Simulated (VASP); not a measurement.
# InP (Fm-3m) in VASP: a series of runs, part 2 of 3

VASP 6.6.1.

**3. Vibrations by perturbation theory, LDA**

This run uses another cell than the first one, of 16.17 Å³/atom.

INCAR reads:

```
SYSTEM = InP
PREC = Accurate
ENCUT = 520
EDIFF = 1E-8
ISMEAR = -1
SIGMA = 0.15
LREAL = .False.
LASPH = .True.
NELM = 100
ALGO = Normal
ISIF = 2
LWAVE = .False.
LCHARG = .False.
IBRION = 8
NSW = 1
```

KPOINTS reads:

```
Automatic mesh
0
Gamma
  14 14 14
  0 0 0
```

POSCAR reads:

```
InP
1.0
    0.0000000000      2.5287660363      2.5287660363
    2.5287660363      0.0000000000      2.5287660363
    2.5287660363      2.5287660363      0.0000000000
In P
1 1
Direct
    0.0000000000      0.0000000000      0.0000000000
    0.5000000000      0.5000000000      0.5000000000
```

Potentials or basis: VASP PAW LDA potentials, release 64 (In_d, P).

Command:

```
cat potpaw_LDA.64/In_d/POTCAR potpaw_LDA.64/P/POTCAR > POTCAR
mpirun -np 1 vasp_std > vasp.out
```

OUTCAR:

```text
SYSTEM = InP
   PREC = Accurate
   ENCUT = 520
   EDIFF = 1E-8
   ISMEAR = -1
   LREAL = .False.
   LASPH = .True.
   NELM = 100
   ISIF = 2
   IBRION = 8
   NSW = 1

 ion  position               nearest neighbor table
   1  0.000  0.000  0.000-   2 2.53   2 2.53   2 2.53   2 2.53   2 2.53   2 2.53
   2  0.500  0.500  0.500-   1 2.53   1 2.53   1 2.53   1 2.53   1 2.53   1 2.53

  LATTYP: Found a face centered cubic cell.
 ALAT       =     5.0575320726

  Lattice vectors:

 A1 = (   0.0000000000,   2.5287660363,   2.5287660363)
 A2 = (   2.5287660363,   0.0000000000,   2.5287660363)
 A3 = (   2.5287660363,   2.5287660363,   0.0000000000)

Analysis of symmetry for initial positions (statically):
=====================================================================
 Subroutine PRICEL returns:
 Original cell was already a primitive cell.

 Routine SETGRP: Setting up the symmetry group for a
 face centered cubic supercell.

 Subroutine GETGRP returns: Found 48 space group operations
 (whereof 48 operations were pure point group operations)
 out of a pool of 48 trial point group operations.

The static configuration has the point symmetry O_h .

Analysis of symmetry for dynamics (positions and initial velocities):
=====================================================================
 Subroutine PRICEL returns:
 Original cell was already a primitive cell.

 Routine SETGRP: Setting up the symmetry group for a
 face centered cubic supercell.

 Subroutine GETGRP returns: Found 48 space group operations
 (whereof 48 operations were pure point group operations)
 out of a pool of 48 trial point group operations.

The dynamic configuration has the point symmetry O_h .

 Subroutine INISYM returns: Found 48 space group operations
 (whereof 48 operations are pure point group operations),
 and found     1 'primitive' translations

----------------------------------------------------------------------------------------

                                     Primitive cell

  volume of cell :      32.3412

  direct lattice vectors                    reciprocal lattice vectors
     0.000000000  2.528766036  2.528766036    -0.197724895  0.197724895  0.197724895
     2.528766036  0.000000000  2.528766036     0.197724895 -0.197724895  0.197724895
     2.528766036  2.528766036  0.000000000     0.197724895  0.197724895 -0.197724895

  length of vectors
     3.576215225  3.576215225  3.576215225     0.342469565  0.342469565  0.342469565

  position of ions in fractional coordinates (direct lattice)
     0.000000000  0.000000000  0.000000000
     0.500000000  0.500000000  0.500000000

[... 140 lines left out ...]
      7      10.1757      1.96407
      8      10.1757      1.96407
      9      10.1757      1.96407
     10      13.6642      0.00000
     11      17.8849      0.00000
     12      17.8849      0.00000
     13      17.8849      0.00000
[... 354 lines left out ...]
  band No.  band energies     occupation
      1      -4.2614      2.00000
      2      -4.0314      2.00000
      3      -4.0217      2.00000
      4      -3.8958      2.00000
      5      -3.8491      2.00000
      6      -2.3217      2.00000
      7       6.5094      2.00000
      8       9.2246      1.99994
      9       9.8552      1.99569
     10      13.4329      0.00000
     11      15.5969      0.00000
     12      17.1241      0.00000
     13      17.7263      0.00000

 [... further k-points ...]

------------------------ aborting loop because EDIFF is reached ----------------------------------------

  FORCE on cell =-STRESS in cart. coord.  units (eV):
  Direction    XX          YY          ZZ          XY          YZ          ZX
  --------------------------------------------------------------------------------------
  -------------------------------------------------------------------------------------
  Total        6.0969378      6.0969378      6.0969378     -0.0000000      0.0000000      0.0000000
  in kB      302.0413478    302.0413478    302.0413478     -0.0000000      0.0000000      0.0000000
  external PRESSURE =     302.0413478 kB  Pullay stress =       0.0000000 kB

 VOLUME and BASIS-vectors are now :
 -----------------------------------------------------------------------------
  energy-cutoff  :      520.00
  volume of cell :       32.34
      direct lattice vectors                 reciprocal lattice vectors
     0.000000000  2.528766036  2.528766036    -0.197724895  0.197724895  0.197724895
     2.528766036  0.000000000  2.528766036     0.197724895 -0.197724895  0.197724895
     2.528766036  2.528766036  0.000000000     0.197724895  0.197724895 -0.197724895

 POSITION                                       TOTAL-FORCE (eV/Angst)
 -----------------------------------------------------------------------------------
      0.00000      0.00000      0.00000         0.000000      0.000000     -0.000000
      2.52877      2.52877      2.52877         0.000000      0.000000      0.000000
 -----------------------------------------------------------------------------------
    total drift:                               -0.000000      0.000000      0.000000

  FREE ENERGIE OF THE ION-ELECTRON SYSTEM (eV)
  ---------------------------------------------------
  free  energy   TOTEN  =        -8.7727324371 eV

  energy  without entropy=       -8.7190801082  energy(sigma->0) =       -8.74590627

[... ionic steps 2 to 3 ...]

--------------------------------------- Ionic step        4  -------------------------------------------

------------------------ aborting loop because EDIFF is reached ----------------------------------------

[... ionic steps 5 to 6 ...]

--------------------------------------- Ionic step        7  -------------------------------------------

 Free energy of the ion-electron system (eV)
  ---------------------------------------------------
  ---------------------------------------------------
  free energy    TOTEN  =        -0.04778792 eV

  energy without entropy =       -0.04778792

------------------------ aborting loop because EDIFF is reached ----------------------------------------

 INTERNAL STRAIN TENSOR  FOR ION    2  DIRECTION 1   (eV/Angst):
 -----------------------------------------------------------------------------
    -0.06966 -0.00000 -0.00000
    -0.00000  0.03793  0.00000
    -0.00000  0.00000  0.03793

 INTERNAL STRAIN TENSOR FOR ION    2 for displacements in x,y,z  (eV/Angst):
          X           Y           Z          XY          YZ          ZX
  --------------------------------------------------------------------------------
  x     0.00000     0.00000     0.00000     0.00000     0.00000     0.00000
  y     0.00000     0.00000     0.00000     0.00000     0.00000     0.00000
  z     0.00000     0.00000     0.00000     0.00000     0.00000     0.00000

 SECOND DERIVATIVES (NOT SYMMETRIZED)
 ------------------------------------
               1X          1Y          1Z          2X          2Y          2Z
  1X    -7.899524    0.000000    0.000000    7.899524    0.000000    0.000000
  1Y     0.000000   -7.899524    0.000000    0.000000    7.899524    0.000000
  1Z     0.000000    0.000000   -7.899524    0.000000    0.000000    7.899524
  2X     7.912740    0.000000    0.000000   -7.912740    0.000000    0.000000
  2Y     0.000000    7.912740    0.000000    0.000000   -7.912740    0.000000
  2Z     0.000000    0.000000    7.912740    0.000000    0.000000   -7.912740

 Eigenvectors and eigenvalues of the dynamical matrix
 ----------------------------------------------------

   1 f  =    8.902245 THz    55.934456 2PiTHz  296.946935 cm-1    36.816711 meV
             X         Y         Z           dx          dy          dz
      0.000000  0.000000  0.000000    -0.460620    0.000000    0.000000
      2.528766  2.528766  2.528766     0.887597    0.000000    0.000000
[... 21 lines left out ...]
   6 f/i=    0.003042 THz     0.019115 2PiTHz    0.101476 cm-1     0.012581 meV
             X         Y         Z           dx          dy          dz
      0.000000  0.000000  0.000000     0.000000    0.000000    0.887597
      2.528766  2.528766  2.528766     0.000000    0.000000    0.460620

--------------------------------------------------------------------------------------------------------

 ELASTIC MODULI CONTR FROM IONIC RELAXATION (kBar)
 Direction    XX          YY          ZZ          XY          YZ          ZX
 --------------------------------------------------------------------------------
 XX           0.0000      0.0000      0.0000      0.0000      0.0000      0.0000
 YY           0.0000      0.0000      0.0000      0.0000      0.0000      0.0000
 ZZ           0.0000      0.0000      0.0000      0.0000      0.0000      0.0000
 XY           0.0000      0.0000      0.0000      0.0000      0.0000      0.0000
 YZ           0.0000      0.0000      0.0000      0.0000      0.0000      0.0000
 ZX           0.0000      0.0000      0.0000      0.0000      0.0000      0.0000
 --------------------------------------------------------------------------------
```

Run time: 6.4 min. Hardware: 1 thread of Intel Xeon 8259CL, shared host; peak memory 0.38 GiB.

Results:

* Highest phonon frequency at Γ, LO-TO splitting left out: 297 cm⁻¹

Phonon frequencies in cm⁻¹ (negative: imaginary):
| q point | frequencies |
| --- | --- |
| (0.000, 0.000, 0.000) | 0 0 0 297 297 297 |

Caveat: the cell stands under pressure or tension, which shifts response properties; spin-orbit coupling is left out, which moves the levels of the heavy elements.

**4. Vibrations by perturbation theory, LDA**

INCAR reads:

```
SYSTEM = InP
PREC     = Accurate       ! precision mode
ENCUT    = 520            ! plane-wave cutoff, eV
EDIFF    = 1E-8           ! SCF threshold, eV
ISMEAR   = -1             ! smearing method
SIGMA    = 0.15           ! smearing width, eV
LREAL    = .FALSE.        ! projectors in reciprocal space
LASPH    = .TRUE.         ! aspherical terms in the spheres
NELM     = 80             ! most SCF steps
ALGO     = Normal         ! electronic algorithm
ISIF     = 2              ! what is computed and relaxed
LWAVE    = .FALSE.        ! write WAVECAR
LCHARG   = .FALSE.        ! write CHGCAR
GGA      = CA             ! functional
IBRION   = 8              ! ionic algorithm
NSW      = 1              ! ionic steps
```

KPOINTS reads:

```
Automatic mesh
0
G
  14 14 14
  0 0 0
```

POSCAR reads:

```
InP
1.0
    0.0000000000      2.5099681019      2.5099681019
    2.5099681019      0.0000000000      2.5099681019
    2.5099681019      2.5099681019      0.0000000000
In P
1 1
Direct
    0.0000000000      0.0000000000      0.0000000000
    0.5000000000      0.5000000000      0.5000000000
```

Potentials or basis: VASP PAW LDA potentials, release 64 (In_d, P).

Command:

```
cat potpaw_LDA.64/In_d/POTCAR potpaw_LDA.64/P/POTCAR > POTCAR
mpirun -np 1 vasp_std > vasp.out
```

OUTCAR:

```text
SYSTEM = InP
   PREC = Accurate
   ENCUT = 520
   EDIFF = 1E-8
   ISMEAR = -1
   LREAL = .FALSE.
   LASPH = .TRUE.
   NELM = 80
   ISIF = 2
   GGA = CA
   IBRION = 8
   NSW = 1

 ion  position               nearest neighbor table
   1  0.000  0.000  0.000-   2 2.51   2 2.51   2 2.51   2 2.51   2 2.51   2 2.51
   2  0.500  0.500  0.500-   1 2.51   1 2.51   1 2.51   1 2.51   1 2.51   1 2.51

  LATTYP: Found a face centered cubic cell.
 ALAT       =     5.0199362038

  Lattice vectors:

 A1 = (   0.0000000000,   2.5099681019,   2.5099681019)
 A2 = (   2.5099681019,   0.0000000000,   2.5099681019)
 A3 = (   2.5099681019,   2.5099681019,   0.0000000000)

Analysis of symmetry for initial positions (statically):
=====================================================================
 Subroutine PRICEL returns:
 Original cell was already a primitive cell.

 Routine SETGRP: Setting up the symmetry group for a
 face centered cubic supercell.

 Subroutine GETGRP returns: Found 48 space group operations
 (whereof 48 operations were pure point group operations)
 out of a pool of 48 trial point group operations.

The static configuration has the point symmetry O_h .

Analysis of symmetry for dynamics (positions and initial velocities):
=====================================================================
 Subroutine PRICEL returns:
 Original cell was already a primitive cell.

 Routine SETGRP: Setting up the symmetry group for a
 face centered cubic supercell.

 Subroutine GETGRP returns: Found 48 space group operations
 (whereof 48 operations were pure point group operations)
 out of a pool of 48 trial point group operations.

[... 566 lines left out ...]
    total drift:                               -0.000000      0.000000      0.000000

  FREE ENERGIE OF THE ION-ELECTRON SYSTEM (eV)
  ---------------------------------------------------
  free  energy   TOTEN  =        -8.6264113453 eV

  energy  without entropy=       -8.5740081467  energy(sigma->0) =       -8.60020975

[... ionic steps 2 to 3 ...]

--------------------------------------- Ionic step        4  -------------------------------------------

------------------------ aborting loop because EDIFF is reached ----------------------------------------

[... ionic steps 5 to 6 ...]

--------------------------------------- Ionic step        7  -------------------------------------------

 Free energy of the ion-electron system (eV)
  ---------------------------------------------------
  ---------------------------------------------------
  free energy    TOTEN  =        -0.04784323 eV

  energy without entropy =       -0.04784322

------------------------ aborting loop because EDIFF is reached ----------------------------------------

 INTERNAL STRAIN TENSOR  FOR ION    2  DIRECTION 1   (eV/Angst):
 -----------------------------------------------------------------------------
    -0.07187  0.00000  0.00000
    -0.00000  0.03826  0.00000
    -0.00000  0.00000  0.03826

 INTERNAL STRAIN TENSOR FOR ION    2 for displacements in x,y,z  (eV/Angst):
          X           Y           Z          XY          YZ          ZX
  --------------------------------------------------------------------------------
  x     0.00000     0.00000     0.00000     0.00000     0.00000     0.00000
  y     0.00000     0.00000     0.00000     0.00000     0.00000     0.00000
  z     0.00000     0.00000     0.00000     0.00000     0.00000     0.00000

 SECOND DERIVATIVES (NOT SYMMETRIZED)
 ------------------------------------
               1X          1Y          1Z          2X          2Y          2Z
  1X    -8.640447    0.000000    0.000000    8.640447    0.000000    0.000000
  1Y     0.000000   -8.640447    0.000000    0.000000    8.640447    0.000000
  1Z     0.000000    0.000000   -8.640447    0.000000    0.000000    8.640447
  2X     8.647544    0.000000    0.000000   -8.647544    0.000000    0.000000
  2Y     0.000000    8.647544    0.000000    0.000000   -8.647544    0.000000
  2Z     0.000000    0.000000    8.647544    0.000000    0.000000   -8.647544

 Eigenvectors and eigenvalues of the dynamical matrix
 ----------------------------------------------------

   1 f  =    9.307256 THz    58.479216 2PiTHz  310.456652 cm-1    38.491702 meV
             X         Y         Z           dx          dy          dz
      0.000000  0.000000  0.000000    -0.460774    0.000000    0.000000
      2.509968  2.509968  2.509968     0.887517    0.000000    0.000000
[... 21 lines left out ...]
   6 f/i=    0.001563 THz     0.009819 2PiTHz    0.052126 cm-1     0.006463 meV
             X         Y         Z           dx          dy          dz
      0.000000  0.000000  0.000000    -0.887517    0.000000    0.000000
      2.509968  2.509968  2.509968    -0.460774    0.000000    0.000000

--------------------------------------------------------------------------------------------------------

 ELASTIC MODULI CONTR FROM IONIC RELAXATION (kBar)
 Direction    XX          YY          ZZ          XY          YZ          ZX
 --------------------------------------------------------------------------------
 XX           0.0000      0.0000      0.0000      0.0000      0.0000      0.0000
 YY           0.0000      0.0000      0.0000      0.0000      0.0000      0.0000
 ZZ           0.0000      0.0000      0.0000      0.0000      0.0000      0.0000
 XY           0.0000      0.0000      0.0000      0.0000      0.0000      0.0000
 YZ           0.0000      0.0000      0.0000      0.0000      0.0000      0.0000
 ZX           0.0000      0.0000      0.0000      0.0000      0.0000      0.0000
 --------------------------------------------------------------------------------
```

OSZICAR:

```text
N       E                     dE             d eps       ncg     rms          rms(c)
DAV:   1     0.113365497902E+03    0.11337E+03   -0.89173E+03  2739   0.181E+03
DAV:   2    -0.227234960675E+01   -0.11564E+03   -0.11209E+03  2859   0.359E+02
[... 43 lines left out ...]
RMM:   8    -0.478438240834E-01   -0.13748E-05   -0.85407E-08 12426   0.180E-03    0.269E-03
RMM:   9    -0.478431166618E-01    0.70742E-06    0.38055E-07 12315   0.671E-04    0.267E-04
RMM:  10    -0.478431337512E-01   -0.17089E-07    0.16476E-08 12013   0.271E-04    0.119E-04
RMM:  11    -0.478431295218E-01    0.42294E-08   -0.13725E-07 12485   0.105E-04    0.124E-04
RMM:  12    -0.478431727982E-01   -0.43276E-07    0.12136E-08 12198   0.410E-05    0.316E-04
RMM:  13    -0.478432259772E-01   -0.53179E-07    0.76729E-10 11360   0.383E-05    0.242E-04
RMM:  14    -0.478432280880E-01   -0.21108E-08   -0.42419E-09 12283   0.148E-05    0.146E-04
 Linear response finished
```

stdout:

```text
POSCAR found type information on POSCAR InP
 POSCAR found :  2 types and       2 ions
 scaLAPACK will be used
 LDA part: xc-table for (Slater(with rela. corr.)+CA(PZ))
 , standard interpolation
 POSCAR, INCAR and KPOINTS ok, starting setup
 FFT: planning ... GRIDC
 FFT: planning ... GRID_SOFT
 FFT: planning ... GRID
 WAVECAR not read
 entering main loop
 Linear response reoptimize wavefunctions to high precision
 Linear response DOF=           2
 Linear response progress:
 first order change of Fermi-energy  -0.53728E-03
 force on displaced ion       1 direction 1 :  -8.640   0.000   0.000
 Linear response progress:
 first order change of Fermi-energy   0.15125E-02
 force on displaced ion       2 direction 1 :  -8.648   0.000   0.000
 Linear response finished
```

Run time: 2.5 min. Hardware: 1 thread of Intel Xeon 6975P-C (Granite Rapids), shared host; peak memory 0.37 GiB.

Results:

| Property | Result |
| --- | --- |
| Highest phonon frequency at Γ, LO-TO splitting left out | 310 cm⁻¹ |

Phonon frequencies in cm⁻¹ (negative: imaginary):
```
              q point        frequencies
(0.000, 0.000, 0.000)  0 0 0 310 310 310
```

Caveat: the cell stands under pressure or tension, which shifts response properties; spin-orbit coupling is left out, which moves the levels of the heavy elements.

[end of part 2 of 3]
